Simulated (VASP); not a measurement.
# Fe (Fmmm) in VASP: further runs

The runs below take Fe through single point, with LDA.

Program: VASP 6.6.1. These are calculated values, not measurements. Logs are shortened: lines on timing, memory, paths and dates and some standing lists are left out, and cuts for length are marked.

## 1. The cell of the first run

Symmetry: Fmmm, No. 69, orthorhombic system. The conventional cell has a = 2.936 Å, b = 3.804 Å, c = 3.850 Å, α = 90.00°, β = 90.00°, γ = 90.00°. Fe (site symmetry mmm) has 14 Fe at 2.40 to 2.94 Å within 3.2 Å.

## 2. Single point, LDA, collinear spin, ferromagnetic start (10.75 Å³/atom)

Input file INCAR:

```
SYSTEM = Fe
PREC     = Accurate       ! precision mode
ENCUT    = 520            ! plane-wave cutoff, eV
EDIFF    = 1E-6           ! SCF threshold, eV
ISMEAR   = -1             ! smearing method
SIGMA    = 0.05           ! smearing width, eV
LREAL    = .False.        ! projectors in reciprocal space
LASPH    = .True.         ! aspherical terms in the spheres
NELM     = 150            ! most SCF steps
ALGO     = Normal         ! electronic algorithm
ISIF     = 2              ! what is computed and relaxed
LWAVE    = .False.        ! write WAVECAR
LCHARG   = .True.         ! write CHGCAR
ISPIN    = 2              ! spin polarisation
MAGMOM   = 3              ! initial moments
LORBIT   = 11             ! projections on sites
LMAXMIX  = 4              ! l up to which the mixer works
GGA      = CA             ! functional
LELF     = .True.         ! ELF
LVHAR    = .True.       
NBANDS   = 14             ! bands
```

Input file KPOINTS:

```
Automatic mesh
0
Gamma
  16 16 16
  0 0 0
```

Input file POSCAR:

```
Fe
1.0
    0.0000000000      1.9021012276      1.9249897192
    1.4678507246      0.0000000000      1.9249897192
    1.4678507246      1.9021012276      0.0000000000
Fe
1
Direct
    0.0000000000      0.0000000000      0.0000000000
```

Potentials or basis: VASP PAW LDA potentials, release 64 (Fe).

The run is started by

```sh
> cat potpaw_LDA.64/Fe/POTCAR > POTCAR
> mpirun -np 1 vasp_std > vasp.out
```

OUTCAR:

```text
SYSTEM = Fe
   PREC = Accurate
   ENCUT = 520
   EDIFF = 1E-6
   ISMEAR = -1
   LREAL = .False.
   LASPH = .True.
   NELM = 150
   ISIF = 2
   ISPIN = 2
   LORBIT = 11
   GGA = CA

 ion  position               nearest neighbor table
   1  0.000  0.000  0.000-

  LATTYP: Found a face centered orthorhombic cell.
 ALAT       =     2.9357014492
 B/A-ratio  =     1.2958410523
 C/A-ratio  =     1.3114342535

  Lattice vectors:

 A1 = (   0.0000000000,   1.9021012276,   1.9249897192)
 A2 = (   1.4678507246,   0.0000000000,   1.9249897192)
 A3 = (   1.4678507246,   1.9021012276,   0.0000000000)

Analysis of symmetry for initial positions (statically):
=====================================================================
 Subroutine PRICEL returns:
 Original cell was already a primitive cell.

 Routine SETGRP: Setting up the symmetry group for a
 face centered orthorhombic supercell.

 Subroutine GETGRP returns: Found  8 space group operations
 (whereof  8 operations were pure point group operations)
 out of a pool of  8 trial point group operations.

The static configuration has the point symmetry D_2h.

Analysis of symmetry for dynamics (positions and initial velocities):
=====================================================================
 Subroutine PRICEL returns:
 Original cell was already a primitive cell.

 Routine SETGRP: Setting up the symmetry group for a
 face centered orthorhombic supercell.

 Subroutine GETGRP returns: Found  8 space group operations
 (whereof  8 operations were pure point group operations)
 out of a pool of  8 trial point group operations.

The dynamic configuration has the point symmetry D_2h.

Analysis of structural, dynamic, and magnetic symmetry:
=====================================================================
 Subroutine PRICEL returns:
 Original cell was already a primitive cell.

 Routine SETGRP: Setting up the symmetry group for a
 face centered orthorhombic supercell.

 Subroutine GETGRP returns: Found  8 space group operations
 (whereof  8 operations were pure point group operations)
 out of a pool of  8 trial point group operations.

The overall configuration has the point symmetry D_2h.

 Subroutine INISYM returns: Found  8 space group operations
 (whereof  8 operations are pure point group operations),
 and found     1 'primitive' translations

----------------------------------------------------------------------------------------

                                     Primitive cell

  volume of cell :      10.7491

  direct lattice vectors                    reciprocal lattice vectors
     0.000000000  1.902101228  1.924989719    -0.340634093  0.262867187  0.259741647
     1.467850725  0.000000000  1.924989719     0.340634093 -0.262867187  0.259741647
     1.467850725  1.902101228  0.000000000     0.340634093  0.262867187 -0.259741647

  length of vectors
     2.706210358  2.420779042  2.402618328     0.502589760  0.502589760  0.502589760

  position of ions in fractional coordinates (direct lattice)
     0.000000000  0.000000000  0.000000000

  ion indices of the primitive-cell ions
   primitive index   ion index
                 1           1

----------------------------------------------------------------------------------------

 KPOINTS: Automatic mesh

Automatic generation of k-mesh.
 Grid dimensions read from file:
 generate k-points for:   16   16   16

 Generating k-lattice:

  Cartesian coordinates                     Fractional coordinates (reciprocal lattice)
    -0.021289631  0.016429199  0.016233853     0.062500000  0.000000000  0.000000000
     0.021289631 -0.016429199  0.016233853     0.000000000  0.062500000  0.000000000
     0.021289631  0.016429199 -0.016233853     0.000000000  0.000000000  0.062500000

  Length of vectors
     0.031411860  0.031411860  0.031411860

  Shift w.r.t. Gamma in fractional coordinates (k-lattice)
     0.000000000  0.000000000  0.000000000

 Subroutine IBZKPT returns following result:
 ===========================================

 Found    621 irreducible k-points:

 Following reciprocal coordinates:
            Coordinates               Weight
  0.000000  0.000000  0.000000      1.000000
  0.062500 -0.000000  0.000000      8.000000
  0.125000 -0.000000  0.000000      8.000000
  0.187500  0.000000  0.000000      8.000000
  0.250000 -0.000000  0.000000      8.000000
  0.312500 -0.000000  0.000000      8.000000
[... 16 lines left out ...]
 -0.125000  0.062500 -0.000000      8.000000
 -0.062500  0.062500  0.000000      4.000000
 [... further k-points ...]
   k-points           NKPTS =    621   k-points in BZ     NKDIM =    621   number of bands    NBANDS=     14
   number of dos      NEDOS =    301   number of ions     NIONS =      1
   total plane-waves  NPLWV =   6480
   dimension x,y,z NGX =    20 NGY =   18 NGZ =   18
   dimension x,y,z NGXF=    40 NGYF=   36 NGZF=   36
   ions per type =               1
[... 86 lines left out ...]
  band No.  band energies     occupation
      1      -2.3981      1.00000
      2       3.7472      1.00000
      3       3.8565      1.00000
      4       4.2775      1.00000
      5       5.0819      1.00000
      6       5.5412      1.00000
      7      30.0164      0.00000
      8      31.5656      0.00000
      9      32.1986      0.00000
     10      36.3150      0.00000
     11      37.1887      0.00000
     12      37.9585      0.00000
     13      38.2089      0.00000
     14      40.6109      0.00000
[... 343 lines left out ...]
      1      -1.4754      1.00000
      2       3.7001      1.00000
      3       3.7551      1.00000
      4       4.6911      1.00000
      5       4.9308      1.00000
      6       5.4796      1.00000
      7      26.6703      0.00000
      8      28.9613      0.00000
      9      31.9724      0.00000
     10      34.4489      0.00000
     11      36.0889      0.00000
     12      37.6021      0.00000
     13      39.5456      0.00000
     14      41.7019      0.00000

 k-point    24 :      -0.0625    0.0625    0.0000
  band No.  band energies     occupation
      1      -2.0852      1.00000
      2       3.7961      1.00000
      3       3.8026      1.00000
      4       4.3925      1.00000
      5       4.9962      1.00000
      6       5.5190      1.00000
      7      28.8237      0.00000
      8      30.5913      0.00000
      9      31.9653      0.00000
     10      35.8130      0.00000
     11      36.3848      0.00000
     12      38.1030      0.00000
     13      38.3069      0.00000
     14      40.6240      0.00000

 [... further k-points ...]

 spin component 2

 k-point     1 :       0.0000    0.0000    0.0000
  band No.  band energies     occupation
      1      -2.1939      1.00000
      2       5.3026      1.00000
      3       5.4418      1.00000
      4       5.9456      0.99963
      5       7.1530      0.00000
      6       7.7538      0.00000
      7      30.7196      0.00000
      8      32.3105      0.00000
      9      32.6150      0.00000
     10      37.3289      0.00000
     11      38.1508      0.00000
     12      39.3156      0.00000
     13      39.5433      0.00000
     14      39.6417      0.00000

 k-point     2 :       0.0625   -0.0000    0.0000
  band No.  band energies     occupation
      1      -2.0278      1.00000
      2       5.3138      1.00000
      3       5.4509      1.00000
      4       5.9671      0.99943
      5       7.1175      0.00000
      6       7.7283      0.00000
      7      30.2737      0.00000
      8      31.7965      0.00000
      9      32.4354      0.00000
     10      36.8772      0.00000
     11      37.7805      0.00000
     12      38.5455      0.00000
     13      38.9564      0.00000
     14      41.4076      0.00000
[... 343 lines left out ...]
      1      -1.0943      1.00000
      2       5.2706      1.00000
      3       5.3229      1.00000
      4       6.3848      0.29298
      5       6.9167      0.00001
      6       7.6581      0.00000
      7      27.2441      0.00000
      8      29.4159      0.00000
      9      32.2716      0.00000
     10      35.1166      0.00000
     11      36.5495      0.00000
     12      38.2484      0.00000
     13      40.0244      0.00000
     14      42.3810      0.00000

 k-point    24 :      -0.0625    0.0625    0.0000
  band No.  band energies     occupation
      1      -1.7124      1.00000
      2       5.3754      1.00000
      3       5.3794      1.00000
      4       6.0823      0.99433
      5       7.0111      0.00000
      6       7.7045      0.00000
      7      29.2197      0.00000
      8      30.9829      0.00000
      9      32.1928      0.00000
     10      36.3484      0.00000
     11      37.0263      0.00000
     12      38.7094      0.00000
     13      38.8550      0.00000
     14      41.3767      0.00000

 [... further k-points ...]

------------------------ aborting loop because EDIFF is reached ----------------------------------------

  FORCE on cell =-STRESS in cart. coord.  units (eV):
  Direction    XX          YY          ZZ          XY          YZ          ZX
  --------------------------------------------------------------------------------------
  -------------------------------------------------------------------------------------
  Total       -1.0230197     -0.2576114     -0.4201398      0.0000000      0.0000000      0.0000000
  in kB     -152.4827325    -38.3973984    -62.6225065      0.0000000      0.0000000      0.0000000
  external PRESSURE =     -84.5008791 kB  Pullay stress =       0.0000000 kB

 VOLUME and BASIS-vectors are now :
 -----------------------------------------------------------------------------
  energy-cutoff  :      520.00
  volume of cell :       10.75
      direct lattice vectors                 reciprocal lattice vectors
     0.000000000  1.902101228  1.924989719    -0.340634093  0.262867187  0.259741647
     1.467850725  0.000000000  1.924989719     0.340634093 -0.262867187  0.259741647
     1.467850725  1.902101228  0.000000000     0.340634093  0.262867187 -0.259741647

 POSITION                                       TOTAL-FORCE (eV/Angst)
 -----------------------------------------------------------------------------------
      0.00000      0.00000      0.00000        -0.000000      0.000000      0.000000
 -----------------------------------------------------------------------------------
    total drift:                                0.000000     -0.000000      0.000000

  FREE ENERGIE OF THE ION-ELECTRON SYSTEM (eV)
  ---------------------------------------------------
  free  energy   TOTEN  =        -9.1969667996 eV

  energy  without entropy=       -9.1873831054  energy(sigma->0) =       -9.19217495

 total charge

# of ion       s       p       d       tot
------------------------------------------
    1        0.513   0.585   6.302   7.400

 magnetization (x)

# of ion       s       p       d       tot
------------------------------------------
    1       -0.010  -0.033   2.000   1.957
```

Run time: 80 s. Hardware: 1 thread of Intel Xeon 6975P-C (Granite Rapids), shared host; peak memory 0.23 GiB.

What came out:

- Free energy: -9.1970 eV
- Pressure: -8.5 GPa
- Band gap on the k mesh: zero (filled and empty bands overlap)
- Net moment: 1.99 μB per cell
- Site moments: Fe +1.96 μB
- Valence electrons inside the program's atomic spheres: Fe 7.40

Levels at points of the mesh, in eV from the Fermi level:
Spin up:
```csv
k point,band 2,band 3,band 4,band 5,band 6,band 7,band 8,band 9
"(0.00, 0.00, 0.00)",-2.61,-2.49,-2.09,-1.23,-0.78,24.22,25.79,26.08
"(0.50, 0.00, 0.00)",-3.40,-1.30,-0.63,0.15,0.49,7.57,19.28,21.85
"(0.50, 0.50, 0.00)",-4.03,-0.59,-0.50,0.56,0.74,8.30,17.71,19.31
"(0.50, 0.00, 0.50)",-4.00,-0.63,-0.56,0.63,0.97,8.58,17.47,19.07
"(0.00, 0.50, 0.50)",-5.05,0.14,0.25,0.35,8.07,11.25,11.26,15.09
```
Spin down:
```csv
k point,band 1,band 2,band 3,band 4,band 5,band 6,band 7,band 8
"(0.00, 0.00, 0.00)",-8.53,-1.04,-0.90,-0.40,0.81,1.41,24.38,25.97
"(0.50, 0.00, 0.00)",-4.15,-1.90,0.51,0.71,1.50,2.36,8.80,19.55
"(0.50, 0.50, 0.00)",-4.15,-2.63,1.12,1.51,1.65,2.42,9.52,18.06
"(0.50, 0.00, 0.50)",-4.13,-2.59,1.35,1.45,1.59,2.47,9.79,17.81
"(0.00, 0.50, 0.50)",-3.81,-3.59,2.03,2.08,2.17,8.52,11.69,11.71
```

Caveat: the stress differs along the axes, from -15 to -4 GPa.

## 3. Single point, LDA, collinear spin, ferromagnetic start (11.55 Å³/atom)

This run uses another cell than the first one, of 11.55 Å³/atom.

Input file INCAR:

```
SYSTEM = Fe
PREC = Accurate
ENCUT = 520
EDIFF = 1E-6
ISMEAR = -1
SIGMA = 0.05
LREAL = .False.
LASPH = .True.
NELM = 150
ALGO = Normal
ISIF = 2
LWAVE = .False.
LCHARG = .True.
ISPIN = 2
MAGMOM = 3
LORBIT = 11
LMAXMIX = 4
GGA = CA
LELF = .True.
LVHAR = .True.
NBANDS = 14
```

KPOINTS is that of step 2.

Input file POSCAR:

```
Fe
1.0
    0.0000000000      1.9481907004      1.9716337988
    1.5034179515      0.0000000000      1.9716337988
    1.5034179515      1.9481907004      0.0000000000
Fe
1
Direct
    0.0000000000      0.0000000000      0.0000000000
```

Potentials or basis: VASP PAW LDA potentials, release 64 (Fe).

The run is started by

```sh
> cat potpaw_LDA.64/Fe/POTCAR > POTCAR
> mpirun -np 1 vasp_std > vasp.out
```

Wall time 60 s (1 thread of Intel Xeon 6975P-C (Granite Rapids), shared host); peak memory 0.25 GiB.

The run converged. Its results:

| Quantity | Value |
| --- | --- |
| Free energy | -9.1230 eV |
| Pressure | -20.3 GPa |
| Net moment | 2.16 μB per cell |
| Site moments | Fe +2.14 μB |
| Valence electrons inside the program's atomic spheres | Fe 7.25 |

Stress tensor (GPa, compression positive):
```
-25.69   0.00   0.00
  0.00 -16.81   0.00
  0.00   0.00 -18.38
```

Levels at points of the mesh, in eV from the Fermi level:
Spin up:
```tsv
k point	band 3	band 4	band 5	band 6	band 7	band 8
(0.00, 0.00, 0.00)	-2.33	-1.98	-1.20	-0.80	23.60	25.07
(0.50, 0.00, 0.00)	-1.27	-0.67	0.20	0.33	6.92	18.69
(0.50, 0.50, 0.00)	-0.63	-0.56	0.41	0.75	7.63	17.10
(0.50, 0.00, 0.50)	-0.67	-0.61	0.47	0.97	7.90	16.87
(0.00, 0.50, 0.50)	0.02	0.12	0.22	7.67	10.70	10.71
```
Spin down:
```
           k point  band 1  band 2  band 3  band 4  band 5  band 6  band 7  band 8
(0.00, 0.00, 0.00)   -8.08   -0.71   -0.58   -0.12    0.98    1.52   23.75   25.25
(0.50, 0.00, 0.00)   -3.65   -1.49    0.56    0.88    1.60    2.39    8.24   18.97
(0.50, 0.50, 0.00)   -3.63   -2.17    1.13    1.61    1.73    2.45    8.93   17.45
(0.50, 0.00, 0.50)   -3.61   -2.12    1.35    1.55    1.67    2.48    9.19   17.22
(0.00, 0.50, 0.50)   -3.24   -3.04    2.08    2.13    2.21    8.13   11.17   11.18
```

Caveat: the stress differs along the axes, from -26 to -17 GPa.

## 4. Single point, LDA, collinear spin, ferromagnetic start (11.89 Å³/atom)

This run uses another cell than the first one, of 11.89 Å³/atom.

Input file INCAR:

```
SYSTEM = Fe
PREC = Accurate ; ENCUT = 520
EDIFF = 1E-6 ; ISMEAR = -1
SIGMA = 0.05 ; LREAL = .False.
LASPH = .True. ; NELM = 150
ALGO = Normal ; ISIF = 2
LWAVE = .False. ; LCHARG = .False.
ISPIN = 2 ; MAGMOM = 3
LORBIT = 11 ; LMAXMIX = 4
NBANDS = 14
```

KPOINTS is that of step 3.

Input file POSCAR:

```
Fe
1.0
    0.0000000000      1.9672918273      1.9909647747
    1.5181582831      0.0000000000      1.9909647747
    1.5181582831      1.9672918273      0.0000000000
Fe
1
Direct
    0.0000000000      0.0000000000      0.0000000000
```

The run is started by

```sh
> cat potpaw_LDA.64/Fe/POTCAR > POTCAR
> mpirun -np 1 vasp_std > vasp.out
```

It took 66 s on 1 thread of Intel Xeon 6975P-C (Granite Rapids), shared host; peak memory 0.25 GiB.

It converged, with:

```yaml
Free_energy: -9.0757 eV
Pressure: -24.0 GPa
Net_moment: 2.22 μB per cell
Site_moments: Fe +2.20 μB
Valence_electrons_inside_the_program's_atomic_spheres: Fe 7.19
```

Stress tensor (GPa, compression positive):
```
-28.77   0.00   0.00
  0.00 -20.86   0.00
  0.00   0.00 -22.28
```

Levels at points of the mesh, in eV from the Fermi level:
Spin up:
```csv
k point,band 3,band 4,band 5,band 6,band 7,band 8
"(0.00, 0.00, 0.00)",-2.27,-1.93,-1.18,-0.79,23.36,24.79
"(0.50, 0.00, 0.00)",-1.25,-0.68,0.23,0.28,6.68,18.45
"(0.50, 0.50, 0.00)",-0.64,-0.57,0.35,0.76,7.37,16.85
"(0.50, 0.00, 0.50)",-0.67,-0.62,0.42,0.98,7.64,16.64
"(0.00, 0.50, 0.50)",-0.02,0.09,0.18,7.52,10.49,10.50
```
Spin down:
```tsv
k point	band 1	band 2	band 3	band 4	band 5	band 6	band 7
(0.00, 0.00, 0.00)	-7.90	-0.58	-0.45	-0.02	1.04	1.57	23.50
(0.50, 0.00, 0.00)	-3.46	-1.34	0.59	0.94	1.64	2.40	8.03
(0.50, 0.50, 0.00)	-3.43	-1.99	1.14	1.64	1.77	2.45	8.70
(0.50, 0.00, 0.50)	-3.41	-1.94	1.36	1.59	1.71	2.49	8.96
(0.00, 0.50, 0.50)	-3.02	-2.83	2.11	2.15	2.23	7.98	10.97
```

Caveat: the stress differs along the axes, from -29 to -21 GPa.

## 5. Summary

```csv
cell,gap on the mesh (eV),pressure (GPa),moment (μB)
"a = 2.706, b = 2.421, c = 2.403 Å, angles 68.3, 56.2, 55.6°, 1 atom",none,-8.5,1.99
"a = 2.772, b = 2.479, c = 2.461 Å, angles 68.3, 56.2, 55.6°, 1 atom",none,-20.3,2.16
"a = 2.799, b = 2.504, c = 2.485 Å, angles 68.3, 56.2, 55.6°, 1 atom",none,-24.0,2.22
```

Alike in all rows: task single point; level LDA; potentials or basis VASP PAW LDA potentials, release 64 (Fe); spin collinear, ferromagnetic start; k mesh 16 × 16 × 16; cutoff (eV) 520; smearing fermi-dirac 0.05 eV.

Caveats: the stress differs along the axes, from -15 to -4 GPa (at least some runs); the stress differs along the axes, from -26 to -17 GPa (at least some runs); the stress differs along the axes, from -29 to -21 GPa (at least some runs).

Absolute energies hang on the potentials; compare differences alone.
